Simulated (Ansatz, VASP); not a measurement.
**C in VASP and in Ansatz**

```
C
1.0
    -1.24833    1.24833    1.24833
     1.24833   -1.24833    1.24833
     1.24833    1.24833   -1.24833
C
1
Cartesian
  0.0000 0.0000 0.0000
```

Alike in both runs: task single point; functional BLYP; k mesh 20 × 20 × 20; occupations fermi-dirac, width 0.1 eV; no spin polarisation.

```csv
,VASP,Ansatz
version,VASP 6.6.1,Ansatz 0.2.0
potentials or method,"VASP PAW PBE potentials, release 64 (C), cutoff 520 eV","plane waves (420 eV) with PAW, scalar-relativistic"
valence electrons in the cell,4,4
```

|  | VASP | Ansatz | Ansatz less VASP |
| --- | --- | --- | --- |
| pressure (GPa) | -4.5 | -4.7 | -0.19 |

VASP's potentials were made for PBE, not for BLYP. With one functional, cell and mesh, what is left measures potentials, basis and numerics.
